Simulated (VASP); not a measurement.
# BiTe in VASP: a series of runs

Runs on BiTe. Level: r2SCAN. Tasks: single point.

Everything below comes from runs of VASP 6.6.1. Logs are shortened: lines on timing, memory, paths and dates and some standing lists are left out, and cuts for length are marked.

**1. The cell of the first run**

The typed cell holds 2 atoms: a = 4.575 Å, b = 4.575 Å, c = 4.575 Å, α = 60.00°, β = 60.00°, γ = 60.00°.

**2. Single point, r2SCAN**

File POSCAR:

```
BiTe
1.0
    0.0000000000      3.2350000000      3.2350000000
    3.2350000000      0.0000000000      3.2350000000
    3.2350000000      3.2350000000      0.0000000000
Bi Te
1 1
Direct
   -0.0115750628      0.0347251885     -0.0115750628
    0.4883910628      0.5348268115      0.4883910628
```

File INCAR.step1:

```
SYSTEM = BiTe
ALGO = Normal
EDIFF = 1E-4
ENCUT = 520
GGA = PE
ISMEAR = 0
LASPH = .True.
LCHARG = .False.
LREAL = .False.
LWAVE = .True.
NBANDS = 18
NELM = 100
PREC = Accurate
SIGMA = 0.1
```

File INCAR.step2:

```
SYSTEM = BiTe
ALGO = Normal
EDIFF = 1E-6
ENCUT = 520
ISIF = 2
ISMEAR = 0
ISTART = 1
LASPH = .True.
LCHARG = .True.
LELF = .True.
LMIXTAU = .True.
LREAL = .False.
LVHAR = .True.
LWAVE = .False.
METAGGA = R2SCAN
NBANDS = 18
NELM = 100
PREC = Accurate
SIGMA = 0.1
```

File KPOINTS:

```
k-points
0
Gamma
  4 4 4
  0 0 0
```

Potentials or basis: VASP PAW PBE potentials, release 64 (Bi_d, Te).

Launch:

```
cat potpaw_PBE.64/Bi_d/POTCAR potpaw_PBE.64/Te/POTCAR > POTCAR
cp INCAR.step1 INCAR
mpirun -np 1 vasp_std > vasp.out
cp INCAR.step2 INCAR
mpirun -np 1 vasp_std > vasp.out
```

OUTCAR:

```text
SYSTEM = BiTe
   EDIFF = 1E-6
   ENCUT = 520
   ISIF = 2
   ISMEAR = 0
   ISTART = 1
   LASPH = .True.
   LREAL = .False.
   METAGGA = R2SCAN
   NELM = 100
   PREC = Accurate

 ion  position               nearest neighbor table
   1  0.988  0.035  0.988-   2 3.23   2 3.23   2 3.23   2 3.24   2 3.24   2 3.24
   2  0.488  0.535  0.488-   1 3.23   1 3.23   1 3.23   1 3.24   1 3.24   1 3.24

  LATTYP: Found a face centered cubic cell.
 ALAT       =     6.4700000000

  Lattice vectors:

 A1 = (   0.0000000000,   3.2350000000,   3.2350000000)
 A2 = (   3.2350000000,   0.0000000000,   3.2350000000)
 A3 = (   3.2350000000,   3.2350000000,   0.0000000000)

Analysis of symmetry for initial positions (statically):
=====================================================================
 Subroutine PRICEL returns:
 Original cell was already a primitive cell.

 Routine SETGRP: Setting up the symmetry group for a
 face centered cubic supercell.

 Subroutine GETGRP returns: Found  6 space group operations
 (whereof  6 operations were pure point group operations)
 out of a pool of 48 trial point group operations.

The static configuration has the point symmetry C_3v.

Analysis of symmetry for dynamics (positions and initial velocities):
=====================================================================
 Subroutine PRICEL returns:
 Original cell was already a primitive cell.

 Routine SETGRP: Setting up the symmetry group for a
 face centered cubic supercell.

 Subroutine GETGRP returns: Found  6 space group operations
 (whereof  6 operations were pure point group operations)
 out of a pool of 48 trial point group operations.

The dynamic configuration has the point symmetry C_3v.

 Subroutine INISYM returns: Found  6 space group operations
 (whereof  6 operations are pure point group operations),
 and found     1 'primitive' translations

----------------------------------------------------------------------------------------

                                     Primitive cell

  volume of cell :      67.7100

  direct lattice vectors                    reciprocal lattice vectors
     0.000000000  3.235000000  3.235000000    -0.154559505  0.154559505  0.154559505
     3.235000000  0.000000000  3.235000000     0.154559505 -0.154559505  0.154559505
     3.235000000  3.235000000  0.000000000     0.154559505  0.154559505 -0.154559505

  length of vectors
     4.574980874  4.574980874  4.574980874     0.267704916  0.267704916  0.267704916

  position of ions in fractional coordinates (direct lattice)
     0.988424937  0.034725188  0.988424937
     0.488391063  0.534826811  0.488391063

  ion indices of the primitive-cell ions
   primitive index   ion index
                 1           1
                 2           2

----------------------------------------------------------------------------------------

 KPOINTS: k-points

Automatic generation of k-mesh.
 Grid dimensions read from file:
 generate k-points for:    4    4    4

 Generating k-lattice:

  Cartesian coordinates                     Fractional coordinates (reciprocal lattice)
    -0.038639876  0.038639876  0.038639876     0.250000000  0.000000000  0.000000000
     0.038639876 -0.038639876  0.038639876     0.000000000  0.250000000  0.000000000
     0.038639876  0.038639876 -0.038639876     0.000000000  0.000000000  0.250000000

  Length of vectors
     0.066926229  0.066926229  0.066926229

  Shift w.r.t. Gamma in fractional coordinates (k-lattice)
     0.000000000  0.000000000  0.000000000

 Subroutine IBZKPT returns following result:
 ===========================================

 Found     13 irreducible k-points:

 Following reciprocal coordinates:
            Coordinates               Weight
  0.000000  0.000000  0.000000      1.000000
  0.250000  0.000000  0.000000      6.000000
  0.000000  0.250000  0.000000      2.000000
  0.500000  0.000000  0.000000      3.000000
  0.000000  0.500000  0.000000      1.000000
  0.250000  0.250000  0.000000      6.000000
  0.500000  0.250000  0.000000      6.000000
  0.000000  0.500000  0.250000      6.000000
  0.250000  0.000000  0.500000     12.000000
 -0.250000  0.250000  0.000000      6.000000
  0.250000  0.000000 -0.250000      6.000000
  0.500000  0.500000  0.000000      3.000000
 -0.250000  0.500000  0.250000      6.000000
   k-points           NKPTS =     13   k-points in BZ     NKDIM =     13   number of bands    NBANDS=     18
   number of dos      NEDOS =    301   number of ions     NIONS =      2
   total plane-waves  NPLWV =  46656
   dimension x,y,z NGX =    36 NGY =   36 NGZ =   36
   dimension x,y,z NGXF=    72 NGYF=   72 NGZF=   72
   ions per type =               1   1
   NGX,Y,Z   is equivalent  to a cutoff of  13.08, 13.08, 13.08 a.u.
   NGXF,Y,Z  is equivalent  to a cutoff of  26.16, 26.16, 26.16 a.u.
 SYSTEM =  BiTe
   PREC   = accura    normal or accurate (medium, high low for compatibility)
   ISTART =      1    job   : 0-new  1-cont  2-samecut
   ICHARG =      0    charge: 1-file 2-atom 10-const
   ISPIN  =      1    spin polarized calculation?
   LNONCOLLINEAR =      F non collinear calculations
   LSORBIT =      F    spin-orbit coupling
   LASPH  =      T    aspherical Exc in radial PAW
   ENCUT  =  520.0 eV  38.22 Ry    6.18 a.u.   8.51  8.51  8.51*2*pi/ulx,y,z
   NELM   =    100;   NELMIN=  2; NELMDL=  0     # of ELM steps
   EDIFF  = 0.1E-05   stopping-criterion for ELM
   LREAL  =      F    real-space projection
   EDIFFG = 0.1E-04   stopping-criterion for IOM
   NSW    =      0    number of steps for IOM
   IBRION =     -1    ionic relax: 0-MD 1-quasi-New 2-CG
   NFREE  =      0    steps in history (QN), initial steepest desc. (CG)
   ISIF   =      2    stress and relaxation
   ISYM   =      2    0-nonsym 1-usesym 2-fastsym
   POTIM  = 0.5000    time-step for ionic-motion
   TEBEG  =    0.0;   TEEND  =   0.0 temperature during run
   PSTRESS=    0.0 pullay stress
   NELECT =      21.0000    total number of electrons
   NUPDOWN=      -1.0000    fix difference up-down
   EMIN   =  10.00;   EMAX   =-10.00  energy-range for DOS
   EFERMI =   0.00;   METHOD = LEGACY
   ISMEAR =     0;   SIGMA  =   0.10  broadening in eV -4-tet -1-fermi 0-gaus
   EFERMI_NEDOS =   21; number of points for ismear=-14 and -15
   IALGO  =     38    algorithm
   IMIX   =      4    mixing-type and parameters
     AMIX     =   0.40;   BMIX     =  1.00
     AMIX_MAG =   1.60;   BMIX_MAG =  1.00
  volume/ion in A,a.u.               =      33.86       228.46
  Fermi-wavevector in a.u.,A,eV,Ry     =   1.108146  2.094092 16.707785  1.227988
  Thomas-Fermi vector in A             =   2.244669
   LORBIT       =      0    0 simple, 1 ext, 2 COOP (PROOUT), +10 PAW based schemes
   METAGGA = R2SCAN    functional components
   LHFCALC =     F    Hartree Fock is set to
   AEXX    =    0.0000 exact exchange contribution
   IVDW    =     0    specifies the selected vdW correction
   LEPSILON=     F    determine dielectric tensor
   LRPA    =     F    only Hartree local field effects (RPA)
 non-spin polarized calculation
 Gauss-broadening in eV      SIGMA  =   0.10
  energy-cutoff  :      520.00
  volume of cell :       67.71
 maximum number of plane-waves:      1847
 NGX is ok and might be reduce to    36
   NGX = 17   NGY = 17   NGZ = 17

 number of electron      20.9999999 magnetization

 Free energy of the ion-electron system (eV)
  ---------------------------------------------------
  ext. energy  EPLUGINS =         0.00000000
  ---------------------------------------------------
  free energy    TOTEN  =       -84.08066943 eV

  energy without entropy =      -84.07269358  energy(sigma->0) =      -84.07668150

 E-fermi :   6.5966     XC(G=0):  -9.9934

 val. band max:        6.4421019291   @ k =   0.2500   0.0000  -0.2500
 cond. band min:       6.6609683796   @ k =   0.2500   0.0000  -0.2500
 fundamental gap:      0.2188664504
 Fermi energy:         6.5965846087

 k-point     1 :       0.0000    0.0000    0.0000
  band No.  band energies     occupation
      1     -17.2769      2.00000
      2     -17.2769      2.00000
      3     -17.2731      2.00000
      4     -17.2731      2.00000
      5     -17.2731      2.00000
      6      -7.5502      2.00000
[... 10 lines left out ...]
     17      13.3618      0.00000
     18      13.5630      0.00000

 k-point     2 :       0.2500    0.0000    0.0000
  band No.  band energies     occupation
      1     -17.2796      2.00000
      2     -17.2796      2.00000
      3     -17.2721      2.00000
      4     -17.2696      2.00000
      5     -17.2696      2.00000
      6      -6.9659      2.00000
[... 10 lines left out ...]
     17      16.0124      0.00000
     18      16.2357      0.00000

 k-point     3 :       0.0000    0.2500    0.0000
  band No.  band energies     occupation
      1     -17.2796      2.00000
      2     -17.2796      2.00000
      3     -17.2721      2.00000
      4     -17.2696      2.00000
      5     -17.2696      2.00000
      6      -6.9659      2.00000
[... 10 lines left out ...]
     17      16.0124      0.00000
     18      16.2357      0.00000

 k-point     4 :       0.5000    0.0000    0.0000
  band No.  band energies     occupation
      1     -17.2825      2.00000
      2     -17.2825      2.00000
      3     -17.2711      2.00000
      4     -17.2656      2.00000
      5     -17.2656      2.00000
      6      -5.4887      2.00000
[... 10 lines left out ...]
     17      15.2427      0.00000
     18      16.4341      0.00000

 k-point     5 :       0.0000    0.5000    0.0000
  band No.  band energies     occupation
      1     -17.2825      2.00000
      2     -17.2825      2.00000
      3     -17.2711      2.00000
      4     -17.2656      2.00000
      5     -17.2656      2.00000
      6      -5.4887      2.00000
[... 10 lines left out ...]
     17      15.2427      0.00000
     18      16.4341      0.00000

 k-point     6 :       0.2500    0.2500    0.0000
  band No.  band energies     occupation
      1     -17.2849      2.00000
      2     -17.2749      2.00000
      3     -17.2745      2.00000
      4     -17.2677      2.00000
      5     -17.2677      2.00000
      6      -6.8057      2.00000
[... 10 lines left out ...]
     17      14.2029      0.00000
     18      14.2437      0.00000

 k-point     7 :       0.5000    0.2500    0.0000
  band No.  band energies     occupation
      1     -17.2878      2.00000
      2     -17.2769      2.00000
      3     -17.2726      2.00000
      4     -17.2657      2.00000
      5     -17.2642      2.00000
      6      -5.6983      2.00000
[... 10 lines left out ...]
     17      16.4899      0.00000
     18      17.0120      0.00000

 k-point     8 :       0.0000    0.5000    0.2500
  band No.  band energies     occupation
      1     -17.2878      2.00000
      2     -17.2769      2.00000
      3     -17.2726      2.00000
      4     -17.2657      2.00000
      5     -17.2642      2.00000
      6      -5.6983      2.00000
[... 10 lines left out ...]
     17      16.4899      0.00000
     18      17.0120      0.00000

 k-point     9 :       0.2500    0.0000    0.5000
  band No.  band energies     occupation
      1     -17.2878      2.00000
      2     -17.2769      2.00000
      3     -17.2726      2.00000
      4     -17.2657      2.00000
      5     -17.2642      2.00000
      6      -5.6983      2.00000
[... 10 lines left out ...]
     17      16.4899      0.00000
     18      17.0120      0.00000

 k-point    10 :      -0.2500    0.2500    0.0000
  band No.  band energies     occupation
      1     -17.2826      2.00000
      2     -17.2807      2.00000
      3     -17.2698      2.00000
      4     -17.2674      2.00000
      5     -17.2674      2.00000
      6      -6.0678      2.00000
[... 10 lines left out ...]
     17      15.2452      0.00000
     18      16.8026      0.00000

 k-point    11 :       0.2500    0.0000   -0.2500
  band No.  band energies     occupation
      1     -17.2826      2.00000
      2     -17.2807      2.00000
      3     -17.2698      2.00000
      4     -17.2674      2.00000
      5     -17.2674      2.00000
      6      -6.0678      2.00000
[... 10 lines left out ...]
     17      15.2452      0.00000
     18      16.8026      0.00000

 k-point    12 :       0.5000    0.5000    0.0000
  band No.  band energies     occupation
      1     -17.2940      2.00000
      2     -17.2767      2.00000
      3     -17.2720      2.00000
      4     -17.2619      2.00000
      5     -17.2619      2.00000
      6      -5.6779      2.00000
[... 10 lines left out ...]
     17      16.7827      0.00000
     18      17.6716      0.00000

 k-point    13 :      -0.2500    0.5000    0.2500
  band No.  band energies     occupation
      1     -17.2885      2.00000
      2     -17.2770      2.00000
      3     -17.2695      2.00000
      4     -17.2695      2.00000
      5     -17.2619      2.00000
      6      -5.1038      2.00000
[... 10 lines left out ...]
     17      16.9138      0.00000
     18      17.7837      0.00000

------------------------ aborting loop because EDIFF is reached ----------------------------------------

  FORCE on cell =-STRESS in cart. coord.  units (eV):
  Direction    XX          YY          ZZ          XY          YZ          ZX
  --------------------------------------------------------------------------------------
  -------------------------------------------------------------------------------------
  Total       -0.1636449     -0.1636449     -0.1636449     -0.0001147     -0.0001147      0.0001147
  in kB       -3.8722222     -3.8722222     -3.8722222     -0.0027141     -0.0027141      0.0027141
  external PRESSURE =      -3.8722222 kB  Pullay stress =       0.0000000 kB

 VOLUME and BASIS-vectors are now :
 -----------------------------------------------------------------------------
  energy-cutoff  :      520.00
  volume of cell :       67.71
      direct lattice vectors                 reciprocal lattice vectors
     0.000000000  3.235000000  3.235000000    -0.154559505  0.154559505  0.154559505
     3.235000000  0.000000000  3.235000000     0.154559505 -0.154559505  0.154559505
     3.235000000  3.235000000  0.000000000     0.154559505  0.154559505 -0.154559505

 POSITION                                       TOTAL-FORCE (eV/Angst)
 -----------------------------------------------------------------------------------
      3.30989      6.39511      3.30989         0.000835     -0.000835      0.000835
      3.31011      3.15989      3.31011        -0.000835      0.000835     -0.000835
 -----------------------------------------------------------------------------------
    total drift:                               -0.000030      0.000030     -0.000030

  FREE ENERGIE OF THE ION-ELECTRON SYSTEM (eV)
  ---------------------------------------------------
  free  energy   TOTEN  =       -84.0806694272 eV

  energy  without entropy=      -84.0726935827  energy(sigma->0) =      -84.07668150
```

Run time: 40 s. Hardware: 1 thread of Intel Xeon Platinum 8559C (Emerald Rapids), shared host; peak memory 0.22 GiB.

Results:

| Quantity | Value |
| --- | --- |
| Free energy | -84.0807 eV |
| Pressure | -0.4 GPa |

Levels at points of the mesh, in eV from the Fermi level:
| k point | band 7 | band 8 | band 9 | band 10 | band 11 | band 12 | band 13 | band 14 |
| --- | --- | --- | --- | --- | --- | --- | --- | --- |
| (0.00, 0.00, 0.00) | -8.30 | -2.80 | -2.80 | -2.80 | 2.25 | 2.25 | 2.25 | 5.01 |
| (0.50, 0.00, 0.00) | -11.71 | -2.12 | -2.12 | -1.64 | -0.69 | -0.68 | -0.68 | 7.83 |
| (0.00, 0.50, 0.00) | -11.71 | -2.12 | -2.12 | -1.64 | -0.69 | -0.68 | -0.68 | 7.83 |
| (0.50, 0.50, 0.00) | -10.31 | -5.96 | -4.30 | -4.30 | 2.51 | 3.78 | 3.78 | 5.25 |

Caveat: the k points lie up to 0.42 Å⁻¹ apart; the PAW data sets were made with another functional, which shifts forces and pressure a little; spin-orbit coupling is left out, which moves the levels of the heavy elements.

**3. Single point, r2SCAN**

POSCAR is that of step 2.

File INCAR.step1:

```
PREC = Accurate
ENCUT = 520
ISMEAR = 0
SIGMA = 0.1
LREAL = False
LASPH = True
NELM = 100
NBANDS = 18
GGA = PE
ALGO = Normal
EDIFF = 1E-4
LWAVE = True
LCHARG = False
```

File INCAR.step2:

```
PREC = Accurate
ENCUT = 520
EDIFF = 1E-6
ISMEAR = 0
SIGMA = 0.1
LREAL = False
LASPH = True
NELM = 100
ALGO = Normal
ISIF = 2
LWAVE = False
LCHARG = True
METAGGA = R2SCAN
LMIXTAU = True
LELF = True
LVHAR = True
NBANDS = 18
ISTART = 1
```

File KPOINTS:

```
Automatic mesh
0
Gamma
  4 4 4
```

Potentials or basis: VASP PAW PBE potentials, release 64 (Bi_d, Te).

Launch:

```
cat potpaw_PBE.64/Bi_d/POTCAR potpaw_PBE.64/Te/POTCAR > POTCAR
cp INCAR.step1 INCAR
mpirun -np 1 vasp_std > vasp.out
cp INCAR.step2 INCAR
mpirun -np 1 vasp_std > vasp.out
```

It took 41 s on 1 thread of Intel Xeon Platinum 8559C (Emerald Rapids), shared host; peak memory 0.22 GiB.

The run converged. Its results:

```yaml
Free_energy: -84.0807 eV
Pressure: -0.4 GPa
```

Levels at points of the mesh, in eV from the Fermi level:
```
           k point  band 7  band 8  band 9  band 10  band 11  band 12  band 13  band 14
(0.00, 0.00, 0.00)   -8.30   -2.80   -2.80    -2.80     2.25     2.25     2.25     5.01
(0.50, 0.00, 0.00)  -11.71   -2.12   -2.12    -1.64    -0.69    -0.68    -0.68     7.83
(0.00, 0.50, 0.00)  -11.71   -2.12   -2.12    -1.64    -0.69    -0.68    -0.68     7.83
(0.50, 0.50, 0.00)  -10.31   -5.96   -4.30    -4.30     2.51     3.78     3.78     5.25
```

Caveat: the k points lie up to 0.42 Å⁻¹ apart; the PAW data sets were made with another functional, which shifts forces and pressure a little; spin-orbit coupling is left out, which moves the levels of the heavy elements.
